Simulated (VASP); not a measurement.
# TiSi2 in VASP: notebook, part 2 of 2

VASP 6.6.1.

## (4) Single point, PBE

INCAR reads:

```
SYSTEM = TiSi2
ALGO = Normal
EDIFF = 1E-6
ENCUT = 520
GGA = PE
ISIF = 2
ISMEAR = -1
ISYM = 0
LASPH = .True.
LCHARG = .False.
LREAL = Auto
LWAVE = .False.
NBANDS = 75
NELM = 60
PREC = Accurate
SIGMA = 0.2344
```

KPOINTS reads:

```
Automatic mesh
0
Gamma
  1 1 1
  0.25 0.25 0.25
```

POSCAR reads:

```
TiSi2
1.0
    6.6632510000      0.2460850000     -0.0945350000
    0.2460850000      6.4484990000     -0.0081680000
   -0.0945350000     -0.0081680000      6.7432540000
Ti Si
6 12
Direct
    0.4377579002      0.2156375863      0.9356528422
    0.4547399638      0.7495342651      0.7193490025
    0.2333188543      0.4352907850      0.6199145476
    0.7624462756      0.9941209230      0.3953684435
    0.0563530410      0.9899750694      0.7865919704
    1.1543309503      0.6311344651      0.1216330844
    0.4300407639     -0.0697041052      0.1816514046
    0.6196949177      0.6760135031      0.3802672326
    0.1392756272      0.8234299739      0.4753924733
    0.8935528366      0.6815669129      0.6101256242
    0.0691658223      0.0099495080      1.1491263504
    0.3045816509      0.2867646537      0.2413758877
    0.4469015824      0.1121124940      0.5600001981
    0.7107411464      0.9753410590      0.9076369510
    0.6008137322      0.5191772150      0.0297501126
    0.6822479198      0.3591122977      0.7075504699
    1.0269529380      0.3454788841      0.9078051735
    0.8970409498      0.3471152705      0.3469388820
```

Potentials or basis: VASP PAW PBE potentials, release 64 (Ti_sv, Si).

The run is started by

```
> cat potpaw_PBE.64/Ti_sv/POTCAR potpaw_PBE.64/Si/POTCAR > POTCAR
> mpirun -np 1 vasp_std > vasp.out
```

OUTCAR:

```text
SYSTEM = TiSi2
   EDIFF = 1E-6
   ENCUT = 520
   GGA = PE
   ISIF = 2
   ISMEAR = -1
   ISYM = 0
   LASPH = .True.
   LREAL = Auto
   NELM = 60
   PREC = Accurate

 ion  position               nearest neighbor table
   1  0.438  0.216  0.936-  12 2.30  14 2.31  15 2.39   7 2.49  16 2.50  13 2.62  17 2.81   3 2.82

   2  0.455  0.750  0.719-  13 2.57   8 2.59  14 2.62   9 2.65   3 2.67  15 2.69  16 2.84
   3  0.233  0.435  0.620-  13 2.47  17 2.51  10 2.67   2 2.67   9 2.71  12 2.77   1 2.82  18 2.95

   4  0.762  0.994  0.395-   8 2.33  13 2.48  18 2.54  10 2.57   7 2.67  11 2.68   9 2.71
   5  0.056  0.990  0.787-   9 2.41  17 2.43  11 2.45  14 2.48  10 2.61
   6  0.154  0.631  0.122-  11 2.48  12 2.50  17 2.52   9 2.69   7 2.79
   7  0.430  0.930  0.182-   8 2.39  12 2.42  11 2.43   1 2.49   4 2.67  14 2.70   6 2.79  13 2.81
                             9 2.93  15 3.00
   8  0.620  0.676  0.380-   4 2.33  10 2.36   7 2.39  15 2.57   2 2.59  18 2.72  16 3.01
   9  0.139  0.823  0.475-  10 2.16   5 2.41  11 2.53   2 2.65   6 2.69   4 2.71   3 2.71  13 2.92
                             7 2.93
  10  0.894  0.682  0.610-   9 2.16   8 2.36   4 2.57   5 2.61   3 2.67  16 2.69  18 2.79  14 2.98
[... 180 lines left out ...]
      1     -48.3707      2.00000
      2     -48.0785      2.00000
      3     -48.0224      2.00000
      4     -47.9839      2.00000
      5     -47.8926      2.00000
      6     -47.5464      2.00000
[... 64 lines left out ...]
     71      10.1331      0.00285
     72      10.2207      0.00196
 [bands above 72 left out]

------------------------ aborting loop because EDIFF is reached ----------------------------------------

  FORCE on cell =-STRESS in cart. coord.  units (eV):
  Direction    XX          YY          ZZ          XY          YZ          ZX
  --------------------------------------------------------------------------------------
  -------------------------------------------------------------------------------------
  Total       10.0348012     11.2693186      4.6545146      6.4182377      6.4537859      1.1961847
  in kB       55.5781576     62.4155829     25.7792198     35.5476724     35.7445577      6.6251182
  external PRESSURE =      47.9243201 kB  Pullay stress =       0.0000000 kB

 VOLUME and BASIS-vectors are now :
 -----------------------------------------------------------------------------
  energy-cutoff  :      520.00
  volume of cell :      289.28
      direct lattice vectors                 reciprocal lattice vectors
     6.663251000  0.246085000 -0.094535000     0.150318448 -0.005733731  0.002100399
     0.246085000  6.448499000 -0.008168000    -0.005733731  0.155293792  0.000107723
    -0.094535000 -0.008168000  6.743254000     0.002100399  0.000107723  0.148325933

 POSITION                                       TOTAL-FORCE (eV/Angst)
 -----------------------------------------------------------------------------------
      2.88150      1.49062      6.26620        -2.092740      0.450633     -1.211442
      3.14649      4.93940      4.80164         1.232698     -0.290969      1.083700
      1.60318      2.85933      4.15463        -0.736468      1.411026     -1.811467
      5.28763      6.59499      2.58587         0.629387      1.550454      0.059711
      0.54475      6.39130      5.29078         0.832620     -0.150783     -0.711082
      1.17216      4.10685      0.80046         0.708208      0.196290      0.138724
[... 10 lines left out ...]
      0.17879      2.22704      6.11619        -0.589166      0.251251      1.118255
      6.02983      2.45629      2.25186         0.395043      0.445684     -0.444410
 -----------------------------------------------------------------------------------
    total drift:                                0.000255      0.007055      0.027044

  FREE ENERGIE OF THE ION-ELECTRON SYSTEM (eV)
  ---------------------------------------------------
  free  energy   TOTEN  =      -110.7399899255 eV

  energy  without entropy=     -108.4161214459  energy(sigma->0) =     -109.57805569
```

OSZICAR:

```text
N       E                     dE             d eps       ncg     rms          rms(c)
DAV:   1     0.136374160877E+04    0.13637E+04   -0.53569E+04   150   0.166E+03
DAV:   2     0.812437408498E+02   -0.12825E+04   -0.12470E+04   150   0.509E+02
DAV:   3    -0.986864436575E+02   -0.17993E+03   -0.17289E+03   217   0.165E+02
[... 12 lines left out ...]
DAV:  16    -0.110740092271E+03   -0.17350E-03   -0.19523E-03   204   0.265E-01    0.104E-01
DAV:  17    -0.110739977584E+03    0.11469E-03   -0.73889E-04   196   0.174E-01    0.372E-02
DAV:  18    -0.110739987463E+03   -0.98787E-05   -0.10381E-04   220   0.488E-02    0.106E-02
DAV:  19    -0.110739989216E+03   -0.17533E-05   -0.11670E-05   212   0.161E-02    0.466E-03
DAV:  20    -0.110739989926E+03   -0.70950E-06   -0.12509E-06   108   0.527E-03
   1 F= -.11073999E+03 E0= -.10957806E+03  d E =-.232387E+01
```

Wall time 32 s (1 thread of Intel Xeon 6975P-C (Granite Rapids), shared host); peak memory 0.32 GiB.

Results:

```
Free energy            : -110.7400 eV
Pressure               : 4.8 GPa
Largest force          : 3.495 eV/Å
Band gap on the k mesh : 0.16 eV
```

Forces on the atoms (eV/Å):
```
Ti  -2.093  0.451 -1.211
Ti   1.233 -0.291  1.084
Ti  -0.736  1.411 -1.811
Ti   0.629  1.550  0.060
Ti   0.833 -0.151 -0.711
Ti   0.708  0.196  0.139
Si   0.105 -1.066 -0.567
Si  -1.191 -2.763 -0.843
Si   2.732  0.695 -2.066
Si  -2.267 -1.839  1.470
Si  -0.932  1.452  0.268
Si  -0.664  0.009  3.235
Si  -0.497 -0.072  0.113
Si   1.475 -1.247 -0.145
Si   0.477  1.572  1.365
Si   0.383 -0.605 -1.051
Si  -0.589  0.251  1.118
Si   0.395  0.446 -0.444
```

Caveat: the k points lie up to 0.98 Å⁻¹ apart.

## (5) Single point, PBE

INCAR reads:

```
SYSTEM = TiSi2
PREC     = Accurate       ! precision mode
ENCUT    = 520            ! plane-wave cutoff, eV
EDIFF    = 1E-6           ! SCF threshold, eV
ISMEAR   = -1             ! smearing method
SIGMA    = 0.1689         ! smearing width, eV
LREAL    = Auto         
LASPH    = .TRUE.         ! aspherical terms in the spheres
NELM     = 80             ! most SCF steps
ALGO     = Normal         ! electronic algorithm
ISIF     = 2              ! what is computed and relaxed
LWAVE    = .FALSE.        ! write WAVECAR
LCHARG   = .TRUE.         ! write CHGCAR
GGA      = PE             ! functional
LELF     = .TRUE.         ! ELF
LVHAR    = .TRUE.       
ISYM     = 0            
NBANDS   = 75             ! bands
```

KPOINTS is that of step 4.

POSCAR reads:

```
TiSi2
1.0
    6.6632510000      0.2460850000     -0.0945350000
    0.2460850000      6.4484990000     -0.0081680000
   -0.0945350000     -0.0081680000      6.7432540000
Ti Si
6 12
Direct
    0.4173732265      0.2156165517      0.8969648087
    0.5477509222      0.8211556022      0.7160094863
    0.2054031781      0.5298174043      0.6005928796
    0.8074052823      0.8457303038      0.4089553773
    0.0594462838      1.0030283651      0.7087718318
    0.1744413971      0.7023228713      0.0528580698
    0.4710246134      1.0083256915      0.2164918178
    0.5531241582      0.5472938172      0.3925308001
    0.1782234378      0.8839863890      0.3996645764
    0.8622230641      0.6490350762      0.7448827489
    0.0215293159      0.0777222924      0.1253877000
    0.2562391296      0.3782753721      0.2304070586
    0.3539907332      0.1567381476      0.5450046448
    0.7688112495      0.8401128445      1.0759982663
    0.5260989431      0.5357235590      0.0332875721
    0.7289652376      0.2322077539      0.7090939184
    0.0157047819      0.3694188683      0.9516300387
    0.7231343896      0.2702972023      0.2209555353
```

The run is started by

```
> cat potpaw_PBE.64/Ti_sv/POTCAR potpaw_PBE.64/Si/POTCAR > POTCAR
> mpirun -np 1 vasp_std > vasp.out
```

Run time: 32 s. Hardware: 1 thread of Intel Xeon 6975P-C (Granite Rapids), shared host; peak memory 0.32 GiB.

Results (log left out):

```
Free energy            : -111.7640 eV
Pressure               : 4.2 GPa
Largest force          : 4.380 eV/Å
Band gap on the k mesh : 0.35 eV
```

Forces on the atoms (eV/Å):
```
Ti  -0.886 -0.002  0.973
Ti  -2.603  0.336  0.525
Ti  -0.291  0.279 -0.638
Ti   0.438  0.826  2.097
Ti  -0.345  0.504  2.634
Ti  -0.069  0.892 -0.325
Si  -0.644 -0.458  0.625
Si   0.131  1.094  1.330
Si   1.320 -0.585 -0.574
Si   2.047 -0.891  0.138
Si   0.887 -0.587  0.341
Si  -0.169 -1.435  0.802
Si   0.438 -0.257 -1.318
Si  -1.095 -1.327 -4.028
Si   0.839  1.290 -0.723
Si  -0.118 -0.353 -0.427
Si  -0.010  0.728 -1.721
Si   0.129 -0.055  0.289
```

Stress tensor (GPa, compression positive):
```
5.72 0.67 3.19
0.67 3.63 0.11
3.19 0.11 3.19
```

Levels at points of the mesh, in eV from the valence-band top:
| k point | band 57 | band 58 | band 59 | band 60 | band 61 | band 62 | band 63 | band 64 |
| --- | --- | --- | --- | --- | --- | --- | --- | --- |
| (0.25, 0.25, 0.25) | -0.37 | -0.19 | -0.06 | 0.00 | 0.35 | 0.49 | 0.68 | 0.84 |

Caveat: the k points lie up to 0.98 Å⁻¹ apart.

## (6) Single point, PBE

INCAR reads:

```
SYSTEM = TiSi2
PREC = Accurate
ENCUT = 520
EDIFF = 1E-7
ISMEAR = -1
SIGMA = 0.1689
LREAL = Auto
LASPH = .True.
NELM = 60
ALGO = Normal
ISIF = 2
LWAVE = .False.
LCHARG = .False.
GGA = PE
ISYM = 0
NBANDS = 75
```

KPOINTS is that of step 5.

POSCAR reads:

```
TiSi2
1.0
    6.6632510000      0.2460850000     -0.0945350000
    0.2460850000      6.4484990000     -0.0081680000
   -0.0945350000     -0.0081680000      6.7432540000
Ti Si
6 12
Direct
    0.4030512922      0.2381967600      0.8970918261
    0.5038509648      0.7793050616      0.7593138142
    0.2203937006      0.5198172234      0.5519624184
    0.7977450930      0.9262690482      0.3593452950
    0.0880484947      0.9733116341      0.7134565410
    0.1958475655      0.6721539031     -0.0084574001
    0.4873172991      0.9054263233      0.1356779773
    0.6184740257      0.5397158061      0.4385427037
    0.2326617254      0.8645503368      0.3608646988
    0.8768272762      0.7048887334      0.7038850083
    0.0776646300      0.1133417569      0.1063059172
    0.2548621430      0.3785760052      0.1903454329
    0.4095530310      0.1552294579      0.5122259980
    0.7919778887      0.8574029028      0.9877130383
    0.6141996679      0.5364533969      0.0567481392
    0.7178076224      0.2145654619      0.6539979829
    0.0121530091      0.3510719088      0.8391926865
    0.7318571091      0.2544744982      0.2620719403
```

Potentials or basis: VASP PAW PBE potentials, release 64 (Ti_sv, Si).

The run is started by

```
> cat potpaw_PBE.64/Ti_sv/POTCAR potpaw_PBE.64/Si/POTCAR > POTCAR
> mpirun -np 1 vasp_std > vasp.out
```

It took 33 s on 1 thread of Intel Xeon 6975P-C (Granite Rapids), shared host; peak memory 0.32 GiB.

It converged, with:

| Item | Value |
| --- | --- |
| Free energy | -112.0043 eV |
| Pressure | 3.6 GPa |
| Largest force | 3.651 eV/Å |
| Band gap on the k mesh | 0.30 eV |

Forces on the atoms (eV/Å):
```
Ti   0.876 -0.007 -0.907
Ti  -0.609  0.330 -1.700
Ti  -0.392  0.525 -0.446
Ti   0.980 -3.050  1.464
Ti   1.477  2.382 -0.304
Ti  -0.838  1.475 -0.118
Si  -0.769  0.828 -0.089
Si  -0.363  1.659  1.100
Si  -0.218 -0.077  0.929
Si  -0.462 -2.984 -2.053
Si  -1.278 -1.847 -0.150
Si   0.780 -0.203  2.794
Si  -1.163 -1.169 -0.554
Si   1.556  0.705  1.377
Si  -0.499 -0.387 -0.500
Si   1.577 -0.195  0.381
Si  -0.355  0.467  0.126
Si  -0.298  1.547 -1.350
```

Stress tensor (GPa, compression positive):
```
2.14 2.88 2.74
2.88 5.95 1.85
2.74 1.85 2.82
```

Levels at points of the mesh, in eV from the valence-band top:
| k point | band 56 | band 57 | band 58 | band 59 | band 60 | band 61 | band 62 | band 63 | band 64 | band 65 |
| --- | --- | --- | --- | --- | --- | --- | --- | --- | --- | --- |
| (0.25, 0.25, 0.25) | -0.63 | -0.44 | -0.17 | -0.15 | 0.00 | 0.30 | 0.51 | 0.62 | 0.84 | 0.98 |

Caveat: the k points lie up to 0.98 Å⁻¹ apart.
